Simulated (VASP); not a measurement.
SiNi, 2 atoms in the cell. Symmetry: P4/mmm, No. 123, tetragonal system. The conventional cell has a = 2.467 Å, b = 2.467 Å, c = 3.996 Å, α = 90.00°, β = 90.00°, γ = 90.00°. Within 3.3 Å of Si (site symmetry 4/mmm) lie 4 Si at 2.47 Å and 8 Ni at 2.65 Å. Within 3.3 Å of Ni (site symmetry 4/mmm) lie 4 Ni at 2.47 Å and 8 Si at 2.65 Å. The cell was built from a structure type or drawn by symmetry, and may not be a known phase.

| Property | Result |
| --- | --- |
| Program | VASP 6.6.1 |
| Task | single point |
| Functional | PBE |
| Potentials or basis | VASP PAW PBE potentials, release 64 (Si, Ni) |
| Cutoff | 520 eV |
| k mesh | 8 × 8 × 4 |
| Occupations | gaussian, width 0.1 eV |
| Spin | collinear spin, ferromagnetic start |
| Starting moments | [0.0, 2.0] μB |
| Dipole correction | no |
| Further INCAR settings | ALGO = Normal; EDIFF = 1e-06; NBANDS = 18 |

Potentials or basis: VASP PAW PBE potentials, release 64 (Si, Ni).

The run is started by

```bash
$ cat potpaw_PBE.64/Si/POTCAR potpaw_PBE.64/Ni/POTCAR > POTCAR
$ mpirun -np 1 vasp_std > vasp.out
```

Hardware: 1 thread of Intel(R) Xeon(R) Platinum 8559C (Emerald Rapids), with other jobs on the host.

Q: How long does it take, and how much memory?

A: It took 20 s on 1 thread of Intel(R) Xeon(R) Platinum 8559C (Emerald Rapids) (shared host), peak memory 0.16 GiB. Counts: scf iterations 15, k points 45.
